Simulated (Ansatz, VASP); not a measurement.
Two plane-wave programs on TiC

Contents of INCAR:

```
ALGO     = Normal         # electronic algorithm
EDIFF    = 1E-7           # SCF threshold, eV
ENCUT    = 520            # plane-wave cutoff, eV
GGA      = PE             # functional
ISIF     = 2              # what is computed and relaxed
ISMEAR   = 0              # smearing method
LASPH    = True           # aspherical terms in the spheres
LCHARG   = False          # write CHGCAR
LREAL    = False          # projectors in reciprocal space
LWAVE    = False          # write WAVECAR
NBANDS   = 15             # bands
NELM     = 60             # most SCF steps
PREC     = Accurate       # precision mode
SIGMA    = 0.15           # smearing width, eV
```

KPOINTS

```
k-points
0
Gamma
  18 18 18
```

The input POSCAR:

```
TiC
1.0
    0.0000000000      2.1640000000      2.1640000000
    2.1640000000      0.0000000000      2.1640000000
    2.1640000000      2.1640000000      0.0000000000
Ti C
1 1
Direct
   -0.0404343808     -0.0404343808      0.0404343808
    0.5000000000      0.5000000000      0.5000000000
```

Input for Ansatz:

```yaml
crystal:
  lattice:
    - [0.0, 2.164, 2.164]
    - [2.164, 0.0, 2.164]
    - [2.164, 2.164, 0.0]
  atoms:
    - { symbol: Ti, position: [-0.0404343808, -0.0404343808, 0.0404343808] }
    - { symbol: C, position: [0.5, 0.5, 0.5] }
basis:
  ecutwfc: 420
kpoints:
  mp_grid: { grid: [18, 18, 18] }
hamiltonian:
  xc: pbe
scf:
  occupations: { method: gaussian, width: 0.15 }
output:
  forces: true
  stress: true
  eigenvalues: true
```

Change from the starting cell: all Ti atoms moved +0.175 Å, as atom 1 towards its neighbour atom 2 (C) at 2.164 Å.

Alike in both runs: task single point; functional PBE; k mesh 18 × 18 × 18; occupations gaussian, width 0.15 eV; no spin polarisation.

|  | VASP | Ansatz |
| --- | --- | --- |
| version | VASP 6.6.1 | Ansatz 0.2.0 |
| potentials or method | VASP PAW PBE potentials, release 64 (Ti_sv, C), cutoff 520 eV | scalar-relativistic, plane waves, PAW |
| valence electrons in the cell | 16 | 16 |

```tsv
	VASP	Ansatz	Ansatz less VASP
gap on the k mesh at the Fermi level (eV)	none	none	-
pressure (GPa)	4.8	4.6	-0.20
traceless stress, the component that is largest in VASP (GPa)	6.34	6.27	-0.069
rms of the force components (eV/Å)	0.968	0.962	-0.0059
```

Atom by atom the forces differ by 0.006 eV/Å (rms over components). A gap of «none» marks a metal or a gap that the smearing closes. With one functional, cell and mesh, what is left measures potentials, basis and numerics.
